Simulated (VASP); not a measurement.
PbS:

```xyz
4
Lattice="2.9547 -2.9689 0.2886 2.9547 2.9689 0.2886 -0.5836 0.0000 5.9262" Properties=species:S:1:pos:R:3 pbc="T T T"
Pb    3.9942    0.0000    4.8775
Pb    1.3315    0.0000    1.6258
S     1.0401    0.0000    4.5891
S     4.2857    0.0000    1.9142
```

Base run:

| Item | Value |
| --- | --- |
| Program | VASP 6.6.1 |
| Functional | r2SCAN |
| Potentials or basis | VASP PAW PBE potentials, release 64 (Pb_d, S) |
| Cutoff | 520 eV |
| k mesh | 4 × 4 × 4 |
| Occupations | gaussian, width 0.01 eV |
| Spin | no spin polarisation |

Its results: band gap on the k mesh 0.64 eV; pressure 1.0 GPa.

Task: The run is repeated on the same cell with these changes: k mesh from 4 × 4 × 4 to 2 × 2 × 2; further incar settings from ALGO = Normal; EDIFF = 1e-07; NBANDS = 28 to ALGO = Normal; EDIFF = 1e-06; NBANDS = 28. What comes out?

Result: Band gap on the k mesh 0.56 eV; pressure 5.6 GPa.

Caveats: some runs use coarse meshes; the PAW data sets were made with another functional, which shifts forces and pressure a little; spin-orbit coupling is left out, which moves the levels of the heavy elements.

A k mesh can miss the band edges.
